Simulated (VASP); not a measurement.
A run of VASP 6.6.1:

POSCAR

```
ScSiTe3
1.0
    3.8302642242      2.2114040809      2.9031822537
   -3.8302642242      2.2114040809      2.9031822537
    0.0000000000     -4.4228081619      2.9031822537
Sc Si Te
1 1 3
Direct
    0.2290949254      0.2290949254      0.2290949254
    0.5519831560      0.5519831560      0.5519831560
    0.8381247931      0.3014191623      0.8381247931
    0.8381247931      0.8381247931      0.3014191623
    0.3014191623      0.8381247931      0.8381247931
```

INCAR.step1

```
ALGO = Normal
EDIFF = 1E-7
ENCUT = 520
GGA = PE
ISIF = 2
ISMEAR = 0
LASPH = True
LCHARG = True
LMAXMIX = 4
LREAL = False
LWAVE = False
NBANDS = 24
NELM = 60
PREC = Accurate
SIGMA = 0.1
```

The input KPOINTS.step1:

```
k-points
0
Gamma
  6 6 6
```

Contents of INCAR.step2:

```
ALGO = Normal
EDIFF = 1E-7
ENCUT = 520
GGA = PE
ICHARG = 11
ISIF = 2
ISMEAR = -5
LASPH = True
LCHARG = False
LMAXMIX = 4
LORBIT = 11
LREAL = False
LWAVE = False
NBANDS = 24
NEDOS = 2001
NELM = 60
PREC = Accurate
SIGMA = 0.1
```

File KPOINTS.step2:

```
k-points
0
Gamma
  9 9 9
```

Potentials or basis: VASP PAW PBE potentials, release 64 (Sc_sv, Si, Te).

Run with:

```bash
$ cat potpaw_PBE.64/Sc_sv/POTCAR potpaw_PBE.64/Si/POTCAR potpaw_PBE.64/Te/POTCAR > POTCAR
$ cp INCAR.step1 INCAR
$ cp KPOINTS.step1 KPOINTS
$ mpirun -np 1 vasp_std > vasp.out
$ cp INCAR.step2 INCAR
$ cp KPOINTS.step2 KPOINTS
$ mpirun -np 1 vasp_std > vasp.out
```

Hardware: 1 thread of Intel Xeon 8259CL, on a shared host.

Q: Estimate the wall time of this run.

A: Wall time 8 min on 1 thread of Intel Xeon 8259CL, with other jobs on the host, peak memory 0.45 GiB. Counts: k points 85.
